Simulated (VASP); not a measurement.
## Zn: relaxation of shape and atoms at fixed volume with PBEsol

Crystal: Zn.

```
Zn
1.0
     2.62631    0.00000    0.00000
    -1.31315    2.27445    0.00000
     0.00000    0.00000    5.05675
Zn
2
Cartesian
  0.0000 1.5163 1.2642
  1.3132 0.7581 3.7926
```

```
Program                : VASP 6.6.1
Task                   : relaxation of shape and atoms at fixed volume
Functional             : PBEsol
Potentials or basis    : VASP PAW PBE potentials, release 64 (Zn)
Cutoff                 : 600 eV
k mesh                 : 18 × 18 × 8
Occupations            : gaussian, width 0.1 eV
Spin                   : no spin polarisation
Dipole correction      : no
Further INCAR settings : ALGO = Normal; EDIFF = 1e-07; IBRION = 2; EDIFFG = -0.01; NSW = 50; ISIF = 4
```

```json
{
  "Energy gained by relaxing": "0.4 meV/atom",
  "Ionic steps": "3",
  "Pressure after relaxing": "-3.5 GPa",
  "Band gap on the k mesh": "zero (bands 12 and 13 overlap by 5.34 eV)"
}
```

Stress tensor (GPa, compression positive):
```
-3.44  0.00  0.00
 0.00 -3.44  0.00
 0.00  0.00 -3.58
```

The path:
```csv
step,energy change (eV),largest force (eV/Å),pressure (GPa),volume (Å³)
1,0.0000,0.0000,-3.85,30.21
2,-0.0005,0.0000,-3.71,30.21
3,-0.0008,0.0000,-3.49,30.21
```

Final structure:
```xyz
2
Lattice="2.6152 0.0000 0.0000 -1.3076 2.2648 0.0000 0.0000 0.0000 5.0998" Properties=species:S:1:pos:R:3 pbc="T T T"
Zn    0.0000    1.5099    1.2750
Zn    1.3076    0.7549    3.8249
```

Levels at points of the mesh, in eV from the Fermi level:
| k point | band 8 | band 9 | band 10 | band 11 | band 12 | band 13 | band 14 | band 15 | band 16 |
| --- | --- | --- | --- | --- | --- | --- | --- | --- | --- |
| (0.00, 0.00, 0.00) | -7.20 | -7.20 | -7.03 | -7.03 | -3.84 | -3.52 | 12.12 | 16.00 | 18.58 |
| (0.50, 0.00, 0.00) | -7.07 | -6.81 | -6.80 | -2.66 | -1.88 | 2.39 | 3.62 | 3.94 | 5.71 |
| (0.00, 0.00, 0.50) | -7.61 | -7.11 | -7.11 | -7.11 | -7.11 | 3.75 | 3.75 | 19.77 | 19.77 |
| (0.50, 0.00, 0.50) | -7.08 | -6.80 | -6.80 | -1.77 | -1.77 | 0.37 | 0.37 | 9.61 | 9.61 |

Run time: 120 s on 1 thread of Intel(R) Xeon(R) Platinum 8259CL CPU @ 2.50GHz (Skylake/Cascade Lake), with other jobs on the host, peak memory 0.23 GiB.

Caveat: the PAW data sets were made with another functional, which shifts forces and pressure a little.
